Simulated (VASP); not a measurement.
Ti: single point with PBEsol

The system is Ti.

```
Ti
1.0
     0.00000    2.79122    2.79122
     2.79122    0.00000    2.79122
     2.79122    2.79122    0.00000
Ti
2
Cartesian
  -0.4885 -0.9071 -0.9071
  0.4885 0.9071 0.9071
```

This cell differs from its parent crystal: shortest bond scaled by 0.7.

| Property | Result |
| --- | --- |
| Program | VASP 6.6.1 |
| Task | single point |
| Functional | PBEsol |
| Potentials or basis | VASP PAW PBE potentials, release 64 (Ti_sv) |
| Cutoff | 500 eV |
| k mesh | 9 × 9 × 9 |
| Occupations | fermi-dirac, width 0.05 eV |
| Spin | no spin polarisation |

* Pressure: 22.2 GPa
* Largest force: 12.069 eV/Å
* Band gap on the k mesh: zero (bands 12 and 13 overlap by 0.99 eV)

Forces on the atoms (eV/Å):
```
Ti  -6.968  6.968  6.968
Ti   6.968 -6.968 -6.968
```

Stress tensor (GPa, compression positive):
```
 22.24 -32.59 -32.59
-32.59  22.24  32.59
-32.59  32.59  22.24
```

Levels at points of the mesh, in eV from the Fermi level:
```csv
k point,band 9,band 10,band 11,band 12,band 13,band 14,band 15,band 16
"(0.00, 0.00, 0.00)",-4.51,-0.67,-0.67,0.15,0.15,1.36,2.76,2.76
```

Wall time 43 s on 1 thread of Intel(R) Xeon(R) 6975P-C (Granite Rapids), with other jobs on the host, peak memory 0.19 GiB.

Caveat: the cell differs from its parent crystal (shortest bond scaled by 0.7); atoms lie so close that the PAW spheres overlap strongly, which falsifies energies and pressures; the cell stands under pressure; the PAW data sets were made with another functional, which shifts forces and pressure a little.
